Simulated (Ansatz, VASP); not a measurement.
**One calculation of Mg, two programs**

```
Mg
1.0
     3.00726    0.00000    0.00000
    -1.50363    2.60436    0.00000
     0.00000    0.00000    2.81918
Mg
1
Direct
  0.00000 0.00000 0.00000
```

Alike in both runs: task single point; functional PBEsol; k mesh 15 × 15 × 14; occupations gaussian, width 0.1 eV; no spin polarisation.

```csv
,VASP,Ansatz
version,VASP 6.6.1,Ansatz 0.2.0
potentials or method,"VASP PAW PBE potentials, release 64 (Mg), cutoff 600 eV","scalar-relativistic, plane waves, PAW"
valence electrons in the cell,2,10
```

```csv
,VASP,Ansatz,Ansatz less VASP
gap on the k mesh at the Fermi level (eV),none,none,-
pressure (GPa),4.3,4.3,-0.01
"traceless stress, the component that is largest in VASP (GPa)",3.19,3.17,-0.020
```

VASP's potentials were made for PBE, not for PBEsol. A gap of «none» marks a metal or a gap that the smearing closes. VASP's potentials hold 2 valence electrons a cell and Ansatz's 10, so a difference there can come from the potentials and not from the codes.
